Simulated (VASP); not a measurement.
BN, 4 atoms in the cell. Symmetry: P6_3mc, No. 186, hexagonal system. The conventional cell has a = 2.555 Å, b = 2.555 Å, c = 4.225 Å, α = 90.00°, β = 90.00°, γ = 120.00°. Within 2.1 Å of B (site symmetry 3m) lie 4 N at 1.57 to 1.58 Å. Within 2.1 Å of N (site symmetry 3m) lie 4 B at 1.57 to 1.58 Å. 

* Program: VASP 6.6.1
* Task: single point
* Functional: PBE
* Potentials or basis: VASP PAW PBE potentials, release 64 (B, N)
* Cutoff: 600 eV
* k mesh: 12 × 12 × 6
* Occupations: gaussian, width 0.01 eV
* Spin: no spin polarisation
* Dipole correction: no
* Further INCAR settings: ALGO = Normal; EDIFF = 1e-06; NBANDS = 16

Potentials or basis: VASP PAW PBE potentials, release 64 (B, N).

Run with:

```console
$ cat potpaw_PBE.64/B/POTCAR potpaw_PBE.64/N/POTCAR > POTCAR
$ mpirun -np 1 vasp_std > vasp.out
```

Hardware: 1 thread of Intel Xeon 8259CL (shared host).

Problem. How long does it take, and how much memory?

Solution. Wall time 46 s on 1 thread of Intel Xeon 8259CL, on a shared host, peak memory 0.16 GiB. Counts: scf iterations 13, k points 76.
